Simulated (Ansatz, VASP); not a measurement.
**RbNa in VASP and in Ansatz**

```xyz
2
Lattice="4.8542 0.0000 0.0000 0.0000 4.8542 0.0000 0.0000 0.0000 5.2467" Properties=species:S:1:pos:R:3 pbc="T T T"
Rb    2.4271    2.4271    2.6233
Na    0.0000    0.0000    0.0000
```

Alike in both runs: functional PBE; k mesh 6 × 6 × 4; occupations gaussian, width 0.1 eV; no spin polarisation.

Ansatz relaxed the structure, and its values are those at the end. VASP's run is a single point on that final structure, the one shown.

|  | VASP | Ansatz |
| --- | --- | --- |
| version | VASP 6.6.1 | Ansatz 0.2.0 |
| potentials or method | VASP PAW PBE potentials, release 64 (Rb_sv, Na_pv), cutoff 520 eV | scalar-relativistic, plane waves, PAW |
| valence electrons in the cell | 16 | 18 |

```tsv
	VASP	Ansatz	Ansatz less VASP
gap on the k mesh at the Fermi level (eV)	none	none	-
pressure (GPa)	0.0	0.0	0.00
```

A gap of «none» marks a metal or a gap that the smearing closes. With one functional, cell and mesh, what is left measures potentials, basis and numerics. VASP's potentials hold 16 valence electrons a cell and Ansatz's 18, so a difference there can come from the potentials and not from the codes.
